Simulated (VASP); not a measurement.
LiMg, 2 atoms in the cell. Symmetry: P4/mmm, No. 123, tetragonal system. The conventional cell has a = 3.295 Å, b = 3.295 Å, c = 3.512 Å, α = 90.00°, β = 90.00°, γ = 90.00°. Li (site symmetry 4/mmm) has 8 Mg at 2.92 Å and 6 Li at 3.29 to 3.51 Å within 3.8 Å. Mg (site symmetry 4/mmm) has 8 Li at 2.92 Å and 6 Mg at 3.29 to 3.51 Å within 3.8 Å.  This cell differs from its parent crystal: biaxial strain in the a-b plane: -4.0 %.

| Quantity | Value |
| --- | --- |
| Program | VASP 6.6.1 |
| Task | single point |
| Functional | r2SCAN |
| Potentials or basis | VASP PAW PBE potentials, release 64 (Li_sv, Mg) |
| Cutoff | 520 eV |
| k mesh | 12 × 12 × 12 |
| Occupations | gaussian, width 0.1 eV |
| Spin | no spin polarisation |
| Dipole correction | no |
| Further INCAR settings | ALGO = Normal; EDIFF = 1e-07; NBANDS = 10 |

Potentials or basis: VASP PAW PBE potentials, release 64 (Li_sv, Mg).

The run is started by

```sh
$ cat potpaw_PBE.64/Li_sv/POTCAR potpaw_PBE.64/Mg/POTCAR > POTCAR
$ cp INCAR.step1 INCAR
$ mpirun -np 1 vasp_std > vasp.out
$ cp INCAR.step2 INCAR
$ mpirun -np 1 vasp_std > vasp.out
```

Hardware: 1 thread of Intel(R) Xeon(R) Platinum 8488C (Sapphire Rapids), with other jobs on the host.

Problem. Estimate the wall time of this run.

Solution. It took 4.4 min on 1 thread of Intel(R) Xeon(R) Platinum 8488C (Sapphire Rapids), with other jobs on the host, peak memory 0.22 GiB. Counts: k points 196.
